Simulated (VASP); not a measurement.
Tl: single point with LDA

Crystal: Tl.

```
Tl
1.0
    -1.96654    1.96654    1.96654
     1.96654   -1.96654    1.96654
     1.96654    1.96654   -1.96654
Tl
1
Direct
  0.00000 0.00000 0.00000
```

This isn't the form of Tl at room conditions, which is hcp.

| Item | Value |
| --- | --- |
| Program | VASP 6.6.1 |
| Task | single point |
| Functional | LDA |
| Potentials or basis | VASP PAW LDA potentials, release 64 (Tl_d) |
| Cutoff | 520 eV |
| k mesh | 13 × 13 × 13 |
| Occupations | fermi-dirac, width 0.05 eV |
| Spin | no spin polarisation |
| Dipole correction | no |
| Further INCAR settings | ALGO = Normal; EDIFF = 1e-06; NBANDS = 12 |

The pressure is -3.4 GPa. The band gap on the k mesh is zero (an odd number of electrons rules out a gap without spin polarisation).

Levels at points of the mesh, in eV from the Fermi level:
| k point | band 3 | band 4 | band 5 | band 6 | band 7 | band 8 | band 9 | band 10 |
| --- | --- | --- | --- | --- | --- | --- | --- | --- |
| (0.00, 0.00, 0.00) | -11.50 | -11.12 | -11.12 | -9.62 | 10.15 | 10.15 | 10.15 | 12.24 |

Run time: 17 s on 1 thread of AMD EPYC 7R13 Processor (Zen 3), on a shared host, peak memory 0.13 GiB.

Caveat: the cell stands under tension; spin-orbit coupling is left out, which moves the levels of the heavy elements.
